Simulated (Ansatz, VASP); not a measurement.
# Two plane-wave programs on Cu

```
Cu
1.0
     0.00000    1.75924    1.75924
     1.75924    0.00000    1.75924
     1.75924    1.75924    0.00000
Cu
1
Direct
  0.00000 0.00000 0.00000
```

Alike in both runs: functional LDA; k mesh 18 × 18 × 18; occupations fermi-dirac, width 0.15 eV; no spin polarisation.

Ansatz relaxed the structure, and its values are those at the end. VASP's run is a single point on that final structure, the one shown.

|  | VASP | Ansatz |
| --- | --- | --- |
| version | VASP 6.6.1 | Ansatz 0.2.0 |
| potentials or method | VASP PAW LDA potentials, release 64 (Cu), cutoff 600 eV | scalar-relativistic, plane waves, PAW |
| valence electrons in the cell | 11 | 19 |

|  | VASP | Ansatz | Ansatz less VASP |
| --- | --- | --- | --- |
| gap on the k mesh at the Fermi level (eV) | none | none | - |
| pressure (GPa) | 1.0 | 0.0 | -0.97 |

Ansatz warns that its potentials were made for another functional, while VASP's fit it. LDA's correlation is that of Perdew and Zunger in VASP and of Perdew and Wang (1992) in Ansatz. A gap of «none» marks a metal or a gap that the smearing closes. VASP's potentials hold 11 valence electrons a cell and Ansatz's 19, so a difference there can come from the potentials and not from the codes.
